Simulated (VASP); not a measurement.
Here is a VASP 6.6.1 calculation.

The input INCAR:

```
PREC = Accurate
ENCUT = 600
EDIFF = 1E-6
ISMEAR = 0
SIGMA = 0.1
LREAL = F
LASPH = T
NELM = 60
ALGO = Fast
ISIF = 3
LWAVE = F
LCHARG = F
GGA = PS
IBRION = 2
NSW = 80
EDIFFG = -0.01
```

Contents of KPOINTS:

```
Automatic mesh
0
Gamma
  20 20 20
```

Contents of POSCAR:

```
V
1.0
   -1.4757104115      1.4757104115      1.4757104115
    1.4757104115     -1.4757104115      1.4757104115
    1.4757104115      1.4757104115     -1.4757104115
V
1
Direct
    0.0000000000      0.0000000000      0.0000000000
```

Potentials or basis: VASP PAW PBE potentials, release 64 (V_sv).

Run with:

```console
$ cat potpaw_PBE.64/V_sv/POTCAR > POTCAR
$ mpirun -np 1 vasp_std > vasp.out
```

(1) Estimate the relaxed cell.

(2) Estimate the relaxed volume.

(3) What does it give for the space group after relaxing (to 0.1 Å)?

(4) Predict the band gap on the k mesh.

Answers

(1) a = 2.563 Å, b = 2.563 Å, c = 2.563 Å, α = 109.47°, β = 109.47°, γ = 109.47°.

(2) 12.96 Å³/atom.

(3) Im-3m (No. 229).

(4) zero (an odd number of electrons rules out a gap without spin polarisation).

Caveat: the PAW data sets were made with another functional, which shifts forces and pressure a little.
